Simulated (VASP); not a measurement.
# Cs (Fm-3m) in VASP: notebook

Cs is run at these levels: PBEsol; tasks: single point, relaxation of cell and atoms.

All numbers are computed with VASP 6.6.1; they aren't measurements. Logs are shortened: lines on timing, memory, paths and dates and some standing lists are left out, and cuts for length are marked.

## 1. The cell of the first run

It takes space group Fm-3m (No. 225, cubic). Conventional cell: a = 7.640 Å, b = 7.640 Å, c = 7.640 Å, α = 90.00°, β = 90.00°, γ = 90.00°.

This isn't the form of Cs at room conditions, which is bcc.

## 2. Single point, PBEsol

Contents of INCAR:

```
ALGO = Normal
EDIFF = 1E-6
ENCUT = 500
GGA = PS
GGA_COMPAT = F
ISIF = 2
ISMEAR = 1
LASPH = T
LCHARG = F
LREAL = F
LWAVE = F
NBANDS = 10
NELM = 120
PREC = Accurate
SIGMA = 0.05
```

Contents of KPOINTS:

```
k-points
0
Gamma
  4 4 4
```

Contents of POSCAR:

```
Cs
1.0
    0.0000000000      3.8200000000      3.8200000000
    3.8200000000      0.0000000000      3.8200000000
    3.8200000000      3.8200000000      0.0000000000
Cs
1
Direct
    0.0000000000      0.0000000000      0.0000000000
```

Potentials or basis: VASP PAW PBE potentials, release 64 (Cs_sv).

The run is started by

```sh
> cat potpaw_PBE.64/Cs_sv/POTCAR > POTCAR
> mpirun -np 1 vasp_std > vasp.out
```

OUTCAR:

```text
EDIFF = 1E-6
   ENCUT = 500
   GGA = PS
   ISIF = 2
   ISMEAR = 1
   LASPH = T
   LREAL = F
   NELM = 120
   PREC = Accurate

 ion  position               nearest neighbor table
   1  0.000  0.000  0.000-

  LATTYP: Found a face centered cubic cell.
 ALAT       =     7.6400000000

  Lattice vectors:

 A1 = (   0.0000000000,   3.8200000000,   3.8200000000)
 A2 = (   3.8200000000,   0.0000000000,   3.8200000000)
 A3 = (   3.8200000000,   3.8200000000,   0.0000000000)

Analysis of symmetry for initial positions (statically):
=====================================================================
 Subroutine PRICEL returns:
 Original cell was already a primitive cell.

 Routine SETGRP: Setting up the symmetry group for a
 face centered cubic supercell.

 Subroutine GETGRP returns: Found 48 space group operations
 (whereof 48 operations were pure point group operations)
 out of a pool of 48 trial point group operations.

The static configuration has the point symmetry O_h .

Analysis of symmetry for dynamics (positions and initial velocities):
=====================================================================
 Subroutine PRICEL returns:
 Original cell was already a primitive cell.

 Routine SETGRP: Setting up the symmetry group for a
 face centered cubic supercell.

 Subroutine GETGRP returns: Found 48 space group operations
 (whereof 48 operations were pure point group operations)
 out of a pool of 48 trial point group operations.

The dynamic configuration has the point symmetry O_h .

 Subroutine INISYM returns: Found 48 space group operations
 (whereof 48 operations are pure point group operations),
 and found     1 'primitive' translations

----------------------------------------------------------------------------------------

                                     Primitive cell

  volume of cell :     111.4859

  direct lattice vectors                    reciprocal lattice vectors
     0.000000000  3.820000000  3.820000000    -0.130890052  0.130890052  0.130890052
     3.820000000  0.000000000  3.820000000     0.130890052 -0.130890052  0.130890052
     3.820000000  3.820000000  0.000000000     0.130890052  0.130890052 -0.130890052

  length of vectors
     5.402295808  5.402295808  5.402295808     0.226708221  0.226708221  0.226708221

  position of ions in fractional coordinates (direct lattice)
     0.000000000  0.000000000  0.000000000

  ion indices of the primitive-cell ions
   primitive index   ion index
                 1           1

----------------------------------------------------------------------------------------

 KPOINTS: k-points

Automatic generation of k-mesh.
 Grid dimensions read from file:
 generate k-points for:    4    4    4

 Generating k-lattice:

  Cartesian coordinates                     Fractional coordinates (reciprocal lattice)
    -0.032722513  0.032722513  0.032722513     0.250000000  0.000000000  0.000000000
     0.032722513 -0.032722513  0.032722513     0.000000000  0.250000000  0.000000000
     0.032722513  0.032722513 -0.032722513     0.000000000  0.000000000  0.250000000

  Length of vectors
     0.056677055  0.056677055  0.056677055

  Shift w.r.t. Gamma in fractional coordinates (k-lattice)
     0.000000000  0.000000000  0.000000000

 Subroutine IBZKPT returns following result:
 ===========================================

 Found      8 irreducible k-points:

 Following reciprocal coordinates:
            Coordinates               Weight
  0.000000  0.000000  0.000000      1.000000
  0.250000  0.000000  0.000000      8.000000
  0.500000  0.000000  0.000000      4.000000
  0.250000  0.250000  0.000000      6.000000
  0.500000  0.250000  0.000000     24.000000
 -0.250000  0.250000  0.000000     12.000000
  0.500000  0.500000  0.000000      3.000000
 -0.250000  0.500000  0.250000      6.000000
   k-points           NKPTS =      8   k-points in BZ     NKDIM =      8   number of bands    NBANDS=     10
   number of dos      NEDOS =    301   number of ions     NIONS =      1
   total plane-waves  NPLWV =  64000
   dimension x,y,z NGX =    40 NGY =   40 NGZ =   40
   dimension x,y,z NGXF=    80 NGYF=   80 NGZF=   80
   ions per type =               1
   NGX,Y,Z   is equivalent  to a cutoff of  12.31, 12.31, 12.31 a.u.
   NGXF,Y,Z  is equivalent  to a cutoff of  24.62, 24.62, 24.62 a.u.
 SYSTEM =  unknown system
   PREC   = accura    normal or accurate (medium, high low for compatibility)
   ISTART =      0    job   : 0-new  1-cont  2-samecut
   ICHARG =      2    charge: 1-file 2-atom 10-const
   ISPIN  =      1    spin polarized calculation?
   LNONCOLLINEAR =      F non collinear calculations
   LSORBIT =      F    spin-orbit coupling
   LASPH  =      T    aspherical Exc in radial PAW
   ENCUT  =  500.0 eV  36.75 Ry    6.06 a.u.   9.85  9.85  9.85*2*pi/ulx,y,z
   NELM   =    120;   NELMIN=  2; NELMDL= -5     # of ELM steps
   EDIFF  = 0.1E-05   stopping-criterion for ELM
   LREAL  =      F    real-space projection
   EDIFFG = 0.1E-04   stopping-criterion for IOM
   NSW    =      0    number of steps for IOM
   IBRION =     -1    ionic relax: 0-MD 1-quasi-New 2-CG
   NFREE  =      0    steps in history (QN), initial steepest desc. (CG)
   ISIF   =      2    stress and relaxation
   ISYM   =      2    0-nonsym 1-usesym 2-fastsym
   POTIM  = 0.5000    time-step for ionic-motion
   TEBEG  =    0.0;   TEEND  =   0.0 temperature during run
   PSTRESS=    0.0 pullay stress
   NELECT =       9.0000    total number of electrons
   NUPDOWN=      -1.0000    fix difference up-down
   EMIN   =  10.00;   EMAX   =-10.00  energy-range for DOS
   EFERMI =   0.00;   METHOD = LEGACY
   ISMEAR =     1;   SIGMA  =   0.05  broadening in eV -4-tet -1-fermi 0-gaus
   EFERMI_NEDOS =   21; number of points for ismear=-14 and -15
   IALGO  =     38    algorithm
   IMIX   =      4    mixing-type and parameters
     AMIX     =   0.40;   BMIX     =  1.00
     AMIX_MAG =   1.60;   BMIX_MAG =  1.00
  volume/ion in A,a.u.               =     111.49       752.34
  Fermi-wavevector in a.u.,A,eV,Ry     =   0.707537  1.337050  6.811188  0.500608
  Thomas-Fermi vector in A             =   1.793612
   LORBIT       =      0    0 simple, 1 ext, 2 COOP (PROOUT), +10 PAW based schemes
   GGA     = PS    functional components
   LHFCALC =     F    Hartree Fock is set to
   AEXX    =    0.0000 exact exchange contribution
   IVDW    =     0    specifies the selected vdW correction
   LEPSILON=     F    determine dielectric tensor
   LRPA    =     F    only Hartree local field effects (RPA)
 non-spin polarized calculation
 Methfessel and Paxton  Order N= 1 SIGMA  =   0.05
  energy-cutoff  :      500.00
  volume of cell :      111.49
 maximum number of plane-waves:      2874
   NGX = 19   NGY = 19   NGZ = 19

 number of electron       9.0000001 magnetization

 Free energy of the ion-electron system (eV)
  ---------------------------------------------------
  ext. energy  EPLUGINS =         0.00000000
  ---------------------------------------------------
  free energy    TOTEN  =        -0.90964441 eV

  energy without entropy =       -0.90963467  energy(sigma->0) =       -0.90964117

 E-fermi :   0.6189     XC(G=0):  -5.5543

 val. band max:        0.4041004032   @ k =   0.5000   0.0000   0.0000
 cond. band min:       0.6534719840   @ k =   0.5000   0.2500   0.0000
 fundamental gap:      0.2493715808
 Fermi energy:         0.6189459305

 k-point     1 :       0.0000    0.0000    0.0000
  band No.  band energies     occupation
      1     -23.3626      2.00000
      2     -10.0794      2.00000
      3     -10.0794      2.00000
      4     -10.0794      2.00000
      5      -1.2647      2.00000
      6       2.9252      0.00000
      7       2.9252      0.00000
      8       2.9252      0.00000
      9       4.0578      0.00000
     10       4.0578      0.00000

 k-point     2 :       0.2500    0.0000    0.0000
  band No.  band energies     occupation
      1     -23.3591      2.00000
      2     -10.1573      2.00000
      3     -10.0898      2.00000
      4     -10.0898      2.00000
      5      -0.6344      2.00000
      6       2.0845      0.00000
      7       3.0156      0.00000
      8       3.0156      0.00000
      9       3.9620      0.00000
     10       3.9620      0.00000

 k-point     3 :       0.5000    0.0000    0.0000
  band No.  band energies     occupation
      1     -23.3555      2.00000
      2     -10.2322      2.00000
      3     -10.1002      2.00000
      4     -10.1002      2.00000
      5       0.4041      2.00000
      6       1.2500     -0.00000
      7       2.7823      0.00000
      8       2.7823      0.00000
      9       4.8881      0.00000
     10       4.8886      0.00000

 k-point     4 :       0.2500    0.2500    0.0000
  band No.  band energies     occupation
      1     -23.3579      2.00000
      2     -10.1542      2.00000
      3     -10.1073      2.00000
      4     -10.1073      2.00000
      5      -0.4320      2.00000
      6       2.0034      0.00000
      7       2.6551      0.00000
      8       3.3619      0.00000
      9       3.3619      0.00000
     10       4.4213      0.00000

 k-point     5 :       0.5000    0.2500    0.0000
  band No.  band energies     occupation
      1     -23.3544      2.00000
      2     -10.2060      2.00000
      3     -10.1401      2.00000
      4     -10.1176      2.00000
      5       0.6535      0.08696
      6       1.4256     -0.00000
      7       2.0684      0.00000
      8       3.3247      0.00000
      9       4.0021      0.00000
     10       5.0304      0.00000

 k-point     6 :      -0.2500    0.2500    0.0000
  band No.  band energies     occupation
      1     -23.3556      2.00000
      2     -10.1893      2.00000
      3     -10.1435      2.00000
      4     -10.1003      2.00000
      5       0.2673      2.00000
      6       1.8106      0.00000
      7       2.0075      0.00000
      8       3.2099      0.00000
      9       3.8449      0.00000
     10       4.8610      0.00000

 k-point     7 :       0.5000    0.5000    0.0000
  band No.  band energies     occupation
      1     -23.3532      2.00000
      2     -10.2229      2.00000
      3     -10.1349      2.00000
      4     -10.1349      2.00000
      5       0.7089     -0.02900
      6       1.4756     -0.00000
      7       1.9281      0.00000
      8       4.5545      0.00000
      9       4.5545      0.00000
     10       4.9242      0.00000

 k-point     8 :      -0.2500    0.5000    0.2500
  band No.  band energies     occupation
      1     -23.3532      2.00000
      2     -10.1793      2.00000
      3     -10.1793      2.00000
      4     -10.1365      2.00000
      5       1.2098     -0.00000
      6       1.6690      0.00000
      7       1.6690      0.00000
      8       2.5796      0.00000
      9       4.9616      0.00000
     10       5.0059      0.00000

------------------------ aborting loop because EDIFF is reached ----------------------------------------

  FORCE on cell =-STRESS in cart. coord.  units (eV):
  Direction    XX          YY          ZZ          XY          YZ          ZX
  --------------------------------------------------------------------------------------
  -------------------------------------------------------------------------------------
  Total       -0.0328584     -0.0328584     -0.0328584      0.0000000      0.0000000      0.0000000
  in kB       -0.4722119     -0.4722119     -0.4722119      0.0000000      0.0000000      0.0000000
  external PRESSURE =      -0.4722119 kB  Pullay stress =       0.0000000 kB

 VOLUME and BASIS-vectors are now :
 -----------------------------------------------------------------------------
  energy-cutoff  :      500.00
  volume of cell :      111.49
      direct lattice vectors                 reciprocal lattice vectors
     0.000000000  3.820000000  3.820000000    -0.130890052  0.130890052  0.130890052
     3.820000000  0.000000000  3.820000000     0.130890052 -0.130890052  0.130890052
     3.820000000  3.820000000  0.000000000     0.130890052  0.130890052 -0.130890052

 POSITION                                       TOTAL-FORCE (eV/Angst)
 -----------------------------------------------------------------------------------
      0.00000      0.00000      0.00000        -0.000000     -0.000000      0.000000
 -----------------------------------------------------------------------------------
    total drift:                               -0.000000     -0.000000     -0.000000

  FREE ENERGIE OF THE ION-ELECTRON SYSTEM (eV)
  ---------------------------------------------------
  free  energy   TOTEN  =        -0.9096444146 eV

  energy  without entropy=       -0.9096346664  energy(sigma->0) =       -0.90964117
```

It took 6.7 s on 1 thread of Intel Xeon Platinum 8488C (Sapphire Rapids), shared host; peak memory 0.22 GiB.

Results:

```yaml
Free_energy: -0.9096 eV
Pressure: 0.0 GPa
Band_gap_on_the_k_mesh: zero (an odd number of electrons rules out a gap without spin polarisation)
```

Caveat: the PAW data sets were made with another functional, which shifts forces and pressure a little; spin-orbit coupling is left out, which moves the levels of the heavy elements.

## 3. Relaxation of cell and atoms, PBEsol

Contents of INCAR:

```
SYSTEM = Cs
PREC = Accurate ; ENCUT = 500
EDIFF = 1E-7 ; ISMEAR = 1
SIGMA = 0.05 ; LREAL = .False.
LASPH = .True. ; NELM = 120
ALGO = Normal ; ISIF = 3
LWAVE = .False. ; LCHARG = .False.
GGA = PS ; IBRION = 2
NSW = 80 ; EDIFFG = -0.02
GGA_COMPAT = .False. ; NELMIN = 4
```

Contents of KPOINTS:

```
Automatic mesh
0
Gamma
  4 4 4
  0 0 0
```

POSCAR is that of step 2.

Potentials or basis: VASP PAW PBE potentials, release 64 (Cs_sv).

The run is started by

```sh
> cat potpaw_PBE.64/Cs_sv/POTCAR > POTCAR
> mpirun -np 1 vasp_std > vasp.out
```

Wall time 16 s (1 thread of Intel Xeon Platinum 8488C (Sapphire Rapids), shared host); peak memory 0.23 GiB.

It converged, with:

| Property | Result |
| --- | --- |
| Free energy | -0.9099 eV |
| Relaxed volume | 109.56 Å³/atom |
| Relaxed cell | a = 5.371 Å, b = 5.371 Å, c = 5.371 Å, α = 60.00°, β = 60.00°, γ = 60.00° |
| Space group after relaxing (to 0.1 Å) | Fm-3m (No. 225) |
| Energy gained by relaxing | 0.3 meV/atom |
| Ionic steps | 3 |
| Pressure after relaxing | 0.0 GPa |
| Band gap on the k mesh | zero (an odd number of electrons rules out a gap without spin polarisation) |

The path:
```tsv
step	energy change (eV)	largest force (eV/Å)	pressure (GPa)	volume (Å³)
1	0.0000	0.0000	-0.04	111.49
2	-0.0001	0.0000	-0.03	111.00
3	-0.0003	0.0000	0.00	109.56
```

Final structure:
```
Cs
1.0
     0.00000    3.79792    3.79792
     3.79792    0.00000    3.79792
     3.79792    3.79792    0.00000
Cs
1
Cartesian
  0.0000 0.0000 0.0000
```

Levels at points of the mesh, in eV from the Fermi level:
| k point | band 1 | band 2 | band 3 | band 4 | band 5 | band 6 | band 7 | band 8 |
| --- | --- | --- | --- | --- | --- | --- | --- | --- |
| (0.00, 0.00, 0.00) | -23.97 | -10.69 | -10.69 | -10.69 | -1.90 | 2.31 | 2.31 | 2.31 |
| (0.50, 0.00, 0.00) | -23.97 | -10.85 | -10.71 | -10.71 | -0.22 | 0.65 | 2.17 | 2.17 |
| (0.50, 0.50, 0.00) | -23.96 | -10.84 | -10.75 | -10.75 | 0.07 | 0.84 | 1.34 | 3.99 |

Caveat: the PAW data sets were made with another functional, which shifts forces and pressure a little; spin-orbit coupling is left out, which moves the levels of the heavy elements.

(Continued in part 2 of 2.)
